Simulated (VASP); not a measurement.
A run of VASP 6.6.1 is set up as follows.

The input INCAR:

```
PREC = Accurate
ENCUT = 400
EDIFF = 1E-6
ISMEAR = -1
SIGMA = 0.1922
LREAL = Auto
LASPH = T
NELM = 120
ALGO = Normal
ISIF = 2
LWAVE = F
LCHARG = T
GGA = PE
LELF = T
LVHAR = T
ISYM = -1
NBANDS = 111
GGA_COMPAT = F
```

Contents of KPOINTS:

```
explicit points
1
Reciprocal
  0.25000000   0.25000000   0.25000000 1
```

POSCAR

```
Si5Mo3
1.0
    7.4574090000      0.0809830000      0.1775480000
    0.0809830000      6.8034930000      0.1053960000
    0.1775480000      0.1053960000      7.5398230000
Si Mo
15 9
Direct
    0.8970894560     -0.0050681101      0.8704206610
    0.5486999621      1.0655794120      0.3795263644
    0.7474033285      0.5609338786      0.5768275789
    0.5182025251      0.3172653739      0.7794665308
    0.2869091572      0.7953160866      0.3606854854
    0.1543745994      0.2858874896      0.9642656997
    0.1863193228      0.9207704797      0.0566035637
    0.6546276788      0.9124180999      0.6291048141
    0.3443189817      0.7884742442      0.8058751276
    0.1783594636      0.0554469253      0.6938702341
    0.8292959896      0.3777508951      0.8575045757
    0.6668550497      0.6562649792      0.3225823094
    0.1054106104      0.5484477438      0.2631233331
    0.5196803597      0.0347975261      0.0783900725
    0.4735662196      0.4248944816      0.4771486129
    0.7948003695      0.2015289731      0.5928377147
    0.8226176111      0.9528660346      0.2032862867
    0.6531337056      0.6978614684     -0.0375283863
    0.0630364312      0.6310447561      0.9326021864
    0.4728572849      0.3938065341      0.1060343859
    0.8496612197      0.3341476853      0.2297378228
    0.2435239209      0.1678551310      0.2976440635
    0.1530757276      0.4940388225      0.5803047359
   -0.0057805455      0.8063213456      0.5337630976
```

Potentials or basis: VASP PAW PBE potentials, release 64 (Si, Mo_sv).

Command:

```console
$ cat potpaw_PBE.64/Si/POTCAR potpaw_PBE.64/Mo_sv/POTCAR > POTCAR
$ mpirun -np 1 vasp_std > vasp.out
```

**Question.** Predict the pressure.

**Answer.** -2.4 GPa.

**Question.** What does it give for the largest force?

**Answer.** 4.096 eV/Å.

Forces in eV/Å, atoms in the order of the input:
```
Si  -0.778 -0.647 -0.120
Si   0.285  1.068  0.772
Si   2.034 -0.423  2.946
Si  -0.589  0.172  0.788
Si   0.951  0.250  1.021
Si   0.663 -0.161  0.213
Si  -0.463  1.017  1.541
Si  -1.238 -3.191  2.116
Si   1.640 -1.040 -0.585
Si   0.048  1.788 -1.033
Si   0.677  0.748  1.868
Si  -1.298  0.695 -3.822
Si   0.147 -0.405 -1.138
Si   0.055 -0.326 -1.291
Si  -0.522 -0.776 -0.974
Mo   0.780  0.303 -1.651
Mo   1.303 -0.337  0.128
Mo   0.222  0.080 -1.232
Mo  -1.716 -0.387  0.160
Mo  -0.320  1.257 -0.163
Mo  -0.794  0.356 -1.158
Mo  -0.541 -0.575 -0.079
Mo  -0.410 -0.886  1.686
Mo  -0.136  1.421  0.007
```

Caveat: the atoms stand as in a frame of molecular dynamics.
